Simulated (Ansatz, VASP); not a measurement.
One calculation of BiTe, two programs

Contents of INCAR:

```
PREC     = Accurate       # precision mode
ENCUT    = 500            # plane-wave cutoff, eV
EDIFF    = 1E-6           # SCF threshold, eV
ISMEAR   = 0              # smearing method
SIGMA    = 0.15           # smearing width, eV
LREAL    = F              # projectors in reciprocal space
LASPH    = T              # aspherical terms in the spheres
NELM     = 120            # most SCF steps
ALGO     = Normal         # electronic algorithm
ISIF     = 2              # what is computed and relaxed
LWAVE    = F              # write WAVECAR
LCHARG   = F              # write CHGCAR
GGA      = PS             # functional
NBANDS   = 18             # bands
GGA_COMPAT= F
```

File KPOINTS:

```
regular mesh
0
Gamma
  16 16 16
```

The input POSCAR:

```
BiTe
1.0
    0.0000000000      3.2930684425      3.2930684425
    3.2930684425      0.0000000000      3.2930684425
    3.2930684425      3.2930684425      0.0000000000
Bi Te
1 1
Direct
    0.0000000000      0.0000000000      0.0000000000
    0.5000000000      0.5000000000      0.5000000000
```

Input for Ansatz:

```yaml
crystal:
  lattice:
    - [0.0, 3.2930684425, 3.2930684425]
    - [3.2930684425, 0.0, 3.2930684425]
    - [3.2930684425, 3.2930684425, 0.0]
  atoms:
    - { symbol: Bi, position: [0.0, 0.0, 0.0] }
    - { symbol: Te, position: [0.5, 0.5, 0.5] }
basis:
  ecutwfc: 420
kpoints:
  mp_grid: { grid: [16, 16, 16] }
hamiltonian:
  xc: pbesol
scf:
  occupations: { method: gaussian, width: 0.15 }
output:
  forces: true
  stress: true
  eigenvalues: true
```

Change from the starting cell: strain +0.030 along x and y, +0.030 along z, atoms carried along.

Alike in both runs: task single point; functional PBEsol; k mesh 16 × 16 × 16; occupations gaussian, width 0.15 eV; no spin polarisation.

|  | VASP | Ansatz |
| --- | --- | --- |
| version | VASP 6.6.1 | Ansatz 0.2.0 |
| potentials or method | VASP PAW PBE potentials, release 64 (Bi_d, Te), cutoff 500 eV | scalar-relativistic, plane waves, PAW |
| valence electrons in the cell | 21 | 31 |

```tsv
	VASP	Ansatz	Ansatz less VASP
gap on the k mesh at the Fermi level (eV)	none	none	-
pressure (GPa)	-3.9	-3.9	+0.03
```

VASP's potentials were made for PBE, not for PBEsol. A gap of «none» marks a metal or a gap that the smearing closes. VASP's potentials hold 21 valence electrons a cell and Ansatz's 31, so a difference there can come from the potentials and not from the codes.

Spin-orbit coupling is off throughout.
